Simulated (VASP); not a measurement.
# Mg2GeN3 (Cmc2_1) in VASP: further runs

Runs on Mg2GeN3. Level: PBE. Tasks: relaxation of cell and atoms, single point.

Everything below comes from runs of VASP 6.6.1. Logs are shortened: lines on timing, memory, paths and dates and some standing lists are left out, and cuts for length are marked.

### 1 The cell of the first run

It takes space group Cmc2_1 (No. 36, orthorhombic). Conventional cell: a = 10.219 Å, b = 5.909 Å, c = 4.993 Å, α = 90.00°, β = 90.00°, γ = 90.00°. Within 2.9 Å of Mg (site symmetry 1) lie 5 N at 2.09 to 2.83 Å. Ge (site symmetry m) has 4 N at 1.86 to 1.90 Å within 2.5 Å. Within 2.5 Å of N (site symmetry 1) lie 1 Ge at 1.86 Å and 3 Mg at 2.09 to 2.17 Å. N (site symmetry m) has 2 Ge at 1.88 to 1.90 Å and 2 Mg at 2.11 Å within 2.5 Å.

### 2 Relaxation of cell and atoms, PBE

INCAR

```
SYSTEM = Mg2GeN3
  ALGO = Normal
  EDIFF = 1E-6
  EDIFFG = -0.01
  ENCUT = 600
  GGA = PE
  IBRION = 2
  ISIF = 3
  ISMEAR = 0
  LASPH = .True.
  LCHARG = .False.
  LREAL = .False.
  LWAVE = .False.
  NELM = 80
  NSW = 100
  PREC = Accurate
  SIGMA = 0.1
```

KPOINTS

```
k-points
0
Gamma
  6 6 6
  0 0 0
```

POSCAR

```
Mg2GeN3
1.0
    5.1095245539     -2.9544305462      0.0000000000
    5.1095245539      2.9544305462      0.0000000000
    0.0000000000      0.0000000000      4.9929682287
Mg Ge N
4 2 6
Direct
    0.5012881670      0.1681613242      0.0194545297
    0.4987118330      0.8318386758      0.5194545297
    0.1681613242      0.5012881670      0.5194545297
    0.8318386758      0.4987118330      0.0194545297
    0.1625217469      0.8374782531      0.0034528713
    0.8374782531      0.1625217469      0.5034528713
    0.4714436154      0.8343973241      0.0860333172
    0.1656026759      0.5285563846      0.0860333172
    0.1388360838      0.8611639162      0.6245714350
    0.8343973241      0.4714436154      0.5860333172
    0.5285563846      0.1656026759      0.5860333172
    0.8611639162      0.1388360838      0.1245714350
```

Potentials or basis: VASP PAW PBE potentials, release 64 (Mg, Ge_d, N).

Command:

```console
> cat potpaw_PBE.64/Mg/POTCAR potpaw_PBE.64/Ge_d/POTCAR potpaw_PBE.64/N/POTCAR > POTCAR
> mpirun -np 1 vasp_std > vasp.out
```

OUTCAR:

```text
SYSTEM = Mg2GeN3
   EDIFF = 1E-6
   EDIFFG = -0.01
   ENCUT = 600
   GGA = PE
   IBRION = 2
   ISIF = 3
   ISMEAR = 0
   LASPH = .True.
   LREAL = .False.
   NELM = 80
   NSW = 100
   PREC = Accurate

 ion  position               nearest neighbor table
   1  0.501  0.168  0.019-   8 2.09   7 2.09  12 2.11  11 2.17   6 3.12   3 3.18   3 3.18   2 3.19
                             2 3.19   6 3.24   4 3.38   4 3.42   4 3.42
   2  0.499  0.832  0.519-  10 2.09  11 2.09   9 2.11   7 2.17   5 3.12   4 3.18   4 3.18   1 3.19
                             1 3.19   5 3.24   3 3.38   3 3.42   3 3.42
   3  0.168  0.501  0.519-  11 2.09  10 2.09   9 2.11   8 2.17   5 3.12   1 3.18   1 3.18   4 3.19
                             4 3.19   5 3.24   2 3.38   2 3.42   2 3.42
   4  0.832  0.499  0.019-   7 2.09   8 2.09  12 2.11  10 2.17   6 3.12   2 3.18   2 3.18   3 3.19
                             3 3.19   6 3.24   1 3.38   1 3.42   1 3.42
   5  0.163  0.837  0.003-   7 1.86   8 1.86  12 1.88   9 1.90   2 3.12   3 3.12   2 3.24   3 3.24

   6  0.837  0.163  0.503-  10 1.86  11 1.86   9 1.88  12 1.90   1 3.12   4 3.12   1 3.24   4 3.24

   7  0.471  0.834  0.086-   5 1.86   4 2.09   1 2.09   2 2.17
   8  0.166  0.529  0.086-   5 1.86   1 2.09   4 2.09   3 2.17
   9  0.139  0.861  0.625-   6 1.88   5 1.90   2 2.11   3 2.11
  10  0.834  0.471  0.586-   6 1.86   2 2.09   3 2.09   4 2.17
  11  0.529  0.166  0.586-   6 1.86   3 2.09   2 2.09   1 2.17
  12  0.861  0.139  0.125-   5 1.88   6 1.90   1 2.11   4 2.11

  LATTYP: Found a base centered orthorhombic cell.
 ALAT       =     5.9088610924
 B/A-ratio  =     1.7294448030
 C/A-ratio  =     0.8449967177

  Lattice vectors:

 A1 = (  -5.1095245539,  -2.9544305462,   0.0000000000)
 A2 = (   5.1095245539,  -2.9544305462,   0.0000000000)
 A3 = (   0.0000000000,   0.0000000000,   4.9929682287)

Analysis of symmetry for initial positions (statically):
=====================================================================
 Subroutine PRICEL returns:
 Original cell was already a primitive cell.

 Routine SETGRP: Setting up the symmetry group for a
 base centered orthorhombic supercell.

 Subroutine GETGRP returns: Found  4 space group operations
 (whereof  2 operations were pure point group operations)
 out of a pool of  8 trial point group operations.

The static configuration has the point symmetry C_1h.
 The point group associated with its full space group is C_2v.

Analysis of symmetry for dynamics (positions and initial velocities):
=====================================================================
 Subroutine PRICEL returns:
[... 154 lines left out ...]
   LORBIT       =      0    0 simple, 1 ext, 2 COOP (PROOUT), +10 PAW based schemes
   GGA     = PE    functional components
   LHFCALC =     F    Hartree Fock is set to
   AEXX    =    0.0000 exact exchange contribution
   IVDW    =     0    specifies the selected vdW correction
   LEPSILON=     F    determine dielectric tensor
   LRPA    =     F    only Hartree local field effects (RPA)
 conjugate gradient relaxation of ions
 non-spin polarized calculation
 Gauss-broadening in eV      SIGMA  =   0.10
  energy-cutoff  :      600.00
  volume of cell :      150.75
 maximum number of plane-waves:      5076
   NGX = 23   NGY = 23   NGZ = 19

--------------------------------------- Ionic step        1  -------------------------------------------

 number of electron      66.0000008 magnetization

 Free energy of the ion-electron system (eV)
  ---------------------------------------------------
  ext. energy  EPLUGINS =         0.00000000
  ---------------------------------------------------
  free energy    TOTEN  =       -69.61189168 eV

  energy without entropy =      -69.56032061  energy(sigma->0) =      -69.58610614

------------------------ aborting loop because EDIFF is reached ----------------------------------------

  FORCE on cell =-STRESS in cart. coord.  units (eV):
  Direction    XX          YY          ZZ          XY          YZ          ZX
  --------------------------------------------------------------------------------------
  -------------------------------------------------------------------------------------
  Total       -0.6214131     -0.5259824     -0.6954585      0.0000000      0.0000000      0.0000000
  in kB       -6.6046208     -5.5903465     -7.3916043      0.0000000      0.0000000      0.0000000
  external PRESSURE =      -6.5288572 kB  Pullay stress =       0.0000000 kB
[... 119 lines left out ...]
  FREE ENERGIE OF THE ION-ELECTRON SYSTEM (eV)
  ---------------------------------------------------
  free  energy   TOTEN  =       -69.6135600217 eV

  energy  without entropy=      -69.5621867938  energy(sigma->0) =      -69.58787341

[... ionic steps 4 to 9 ...]

--------------------------------------- Ionic step       10  -------------------------------------------

 number of electron      65.9999998 magnetization

------------------------ aborting loop because EDIFF is reached ----------------------------------------
[... 87 lines left out ...]
--------------------------------------- Ionic step       12  -------------------------------------------

 number of electron      66.0000001 magnetization

 Free energy of the ion-electron system (eV)
  ---------------------------------------------------
  ext. energy  EPLUGINS =         0.00000000
  ---------------------------------------------------
  free energy    TOTEN  =       -69.61462769 eV

  energy without entropy =      -69.56459476  energy(sigma->0) =      -69.58961123

 E-fermi :   3.0725     XC(G=0): -10.2628

 val. band max:        3.0712647292   @ k =  -0.3333   0.3333   0.3333
 cond. band min:       3.0763348736   @ k =  -0.3333   0.3333   0.1667
 fundamental gap:      0.0050701445
 Fermi energy:         3.0724990009

 k-point     1 :       0.0000    0.0000    0.0000
  band No.  band energies     occupation
      1     -20.2359      2.00000
      2     -20.1989      2.00000
      3     -20.1545      2.00000
      4     -20.1353      2.00000
      5     -20.1318      2.00000
      6     -20.1208      2.00000
[... 1021 lines left out ...]
     39       9.8665      0.00000
     40      10.5580      0.00000

 [... further k-points ...]

------------------------ aborting loop because EDIFF is reached ----------------------------------------

  FORCE on cell =-STRESS in cart. coord.  units (eV):
  Direction    XX          YY          ZZ          XY          YZ          ZX
  --------------------------------------------------------------------------------------
  -------------------------------------------------------------------------------------
  Total       -0.0293590     -0.0272582      0.0236638      0.0000000      0.0000000      0.0000000
  in kB       -0.3141756     -0.2916944      0.2532300      0.0000000      0.0000000      0.0000000
  external PRESSURE =      -0.1175467 kB  Pullay stress =       0.0000000 kB
[... 27 lines left out ...]
  FREE ENERGIE OF THE ION-ELECTRON SYSTEM (eV)
  ---------------------------------------------------
  free  energy   TOTEN  =       -69.6146276949 eV

  energy  without entropy=      -69.5645947619  energy(sigma->0) =      -69.58961123

 reached required accuracy - stopping structural energy minimisation
```

Run time: 50 min. Hardware: 1 thread of Intel Xeon 8259CL, shared host; peak memory 0.54 GiB.

What came out:

```yaml
Free_energy: -69.6146 eV
Relaxed_volume: 12.48 Å³/atom
Relaxed_cell: a = 5.900 Å, b = 5.900 Å, c = 4.960 Å, α = 90.00°, β = 90.00°, γ = 60.13°
Space_group_after_relaxing_to_0.1_Å: Cmc2_1 (No. 36)
Energy_gained_by_relaxing: 0.2 meV/atom
Ionic_steps: 12
Pressure_after_relaxing: 0.0 GPa
Largest_force_after_relaxing: 0.010 eV/Å
Band_gap_on_the_k_mesh: zero (bands 33 and 34 overlap by 0.56 eV)
```

Forces in eV/Å, atoms in the order of the input:
```
Mg  -0.003 -0.005  0.008
Mg   0.003  0.005  0.008
Mg  -0.003  0.005  0.008
Mg   0.003 -0.005  0.008
Ge   0.000  0.006 -0.007
Ge   0.000 -0.006 -0.007
N   -0.008  0.003 -0.003
N    0.008  0.003 -0.003
N    0.000 -0.007 -0.002
N   -0.008 -0.003 -0.003
N    0.008 -0.003 -0.003
N    0.000  0.007 -0.002
```

The path:
```csv
step,energy change (eV),largest force (eV/Å),pressure (GPa),volume (Å³)
1,0.0000,0.0321,-0.65,150.75
2,-0.0013,0.0488,0.32,149.63
3,-0.0017,0.0393,0.04,149.98
4,-0.0020,0.0227,0.02,149.91
5,-0.0020,0.0297,0.03,149.88
6,-0.0022,0.0229,-0.02,149.88
7,-0.0023,0.0398,-0.05,149.88
8,-0.0024,0.0399,-0.02,149.85
9,-0.0026,0.0417,0.00,149.76
10,-0.0024,0.0465,0.05,149.59
11,-0.0026,0.0424,0.01,149.72
12,-0.0027,0.0099,-0.01,149.72
```

Final structure:
```
CELL_PARAMETERS angstrom
5.10608 -2.95554 0.00000
5.10608 2.95554 0.00000
0.00000 0.00000 4.96049
ATOMIC_POSITIONS crystal
Mg 0.50152 0.16807 0.02114
Mg 0.49848 0.83193 0.52114
Mg 0.16807 0.50152 0.52114
Mg 0.83193 0.49848 0.02114
Ge 0.16332 0.83667 0.00410
Ge 0.83667 0.16332 0.50410
N 0.47239 0.83401 0.08460
N 0.16599 0.52761 0.08460
N 0.13843 0.86157 0.62341
N 0.83401 0.47239 0.58461
N 0.52761 0.16599 0.58461
N 0.86157 0.13843 0.12341
```

Levels at points of the mesh, in eV from the Fermi level:
```
           k point  band 30  band 31  band 32  band 33  band 34  band 35  band 36  band 37
(0.00, 0.00, 0.00)    -0.78    -0.60    -0.13    -0.09     0.51     3.21     5.42     6.25
(0.50, 0.00, 0.00)    -0.71    -0.41    -0.16    -0.11    -0.06     5.31     5.47     6.05
(0.50, 0.50, 0.00)    -0.77    -0.47    -0.16     0.00     0.02     5.19     5.53     6.04
(0.00, 0.00, 0.50)    -0.53    -0.42    -0.42     0.27     0.27     5.27     5.27     6.72
(0.50, 0.00, 0.50)    -0.69    -0.32    -0.32    -0.20    -0.20     5.49     5.49     6.27
(0.50, 0.50, 0.50)    -0.63    -0.48    -0.48    -0.08    -0.08     5.33     5.33     6.29
```

### 3 Single point, PBE

This run uses another cell than the first one, of 12.53 Å³/atom.

INCAR

```
PREC     = Accurate       # precision mode
ENCUT    = 520            # plane-wave cutoff, eV
EDIFF    = 1E-6           # SCF threshold, eV
ISMEAR   = 0              # smearing method
SIGMA    = 0.1            # smearing width, eV
LREAL    = F              # projectors in reciprocal space
LASPH    = T              # aspherical terms in the spheres
NELM     = 60             # most SCF steps
ALGO     = Normal         # electronic algorithm
ISIF     = 2              # what is computed and relaxed
LWAVE    = F              # write WAVECAR
LCHARG   = F              # write CHGCAR
GGA      = PE             # functional
NBANDS   = 45             # bands
```

KPOINTS

```
Automatic mesh
0
Gamma
  6 6 6
```

POSCAR

```
Mg2GeN3
1.0
    5.1111784965     -2.9573908669      0.0000000000
    5.1111784965      2.9573908669      0.0000000000
    0.0000000000      0.0000000000      4.9720792793
Mg Ge N
4 2 6
Direct
    0.5015577800      0.1680340164      0.0209544087
    0.4984422200      0.8319659836      0.5209544087
    0.1680340164      0.5015577800      0.5209544087
    0.8319659836      0.4984422200      0.0209544087
    0.1630621258      0.8369378742      0.0038158212
    0.8369378742      0.1630621258      0.5038158212
    0.4721420865      0.8340936533      0.0847758628
    0.1659063467      0.5278579135      0.0847758628
    0.1386045312      0.8613954688      0.6237236359
    0.8340936533      0.4721420865      0.5847758628
    0.5278579135      0.1659063467      0.5847758628
    0.8613954688      0.1386045312      0.1237236359
```

Potentials or basis: VASP PAW PBE potentials, release 64 (Mg, Ge_d, N).

Command:

```console
> cat potpaw_PBE.64/Mg/POTCAR potpaw_PBE.64/Ge_d/POTCAR potpaw_PBE.64/N/POTCAR > POTCAR
> mpirun -np 1 vasp_std > vasp.out
```

Run time: 8.6 min. Hardware: 1 thread of Oxide Virtual Turin-like, shared host; peak memory 0.44 GiB.

It converged, with:

| Item | Value |
| --- | --- |
| Free energy | -69.6036 eV |
| Pressure | -0.4 GPa |
| Largest force | 0.012 eV/Å |
| Band gap on the k mesh | zero (bands 33 and 34 overlap by 0.56 eV) |

Forces in eV/Å, atoms in the order of the input:
```
Mg  -0.002  0.001  0.001
Mg   0.002 -0.001  0.001
Mg  -0.002 -0.001  0.001
Mg   0.002  0.001  0.001
Ge   0.000 -0.005 -0.001
Ge   0.000  0.005 -0.001
N   -0.010  0.006 -0.002
N    0.010  0.006 -0.002
N    0.000  0.009  0.003
N   -0.010 -0.006 -0.002
N    0.010 -0.006 -0.002
N    0.000 -0.009  0.003
```

Levels at points of the mesh, in eV from the Fermi level:
| k point | band 30 | band 31 | band 32 | band 33 | band 34 | band 35 | band 36 | band 37 |
| --- | --- | --- | --- | --- | --- | --- | --- | --- |
| (0.00, 0.00, 0.00) | -0.77 | -0.59 | -0.13 | -0.09 | 0.51 | 3.19 | 5.41 | 6.24 |
| (0.50, 0.00, 0.00) | -0.71 | -0.40 | -0.16 | -0.11 | -0.06 | 5.30 | 5.44 | 6.03 |
| (0.50, 0.50, 0.00) | -0.76 | -0.46 | -0.16 | 0.01 | 0.02 | 5.17 | 5.51 | 6.03 |
| (0.00, 0.00, 0.50) | -0.53 | -0.41 | -0.41 | 0.27 | 0.27 | 5.24 | 5.24 | 6.70 |
| (0.50, 0.00, 0.50) | -0.69 | -0.32 | -0.32 | -0.20 | -0.20 | 5.48 | 5.48 | 6.25 |
| (0.50, 0.50, 0.50) | -0.63 | -0.48 | -0.48 | -0.08 | -0.08 | 5.32 | 5.32 | 6.28 |
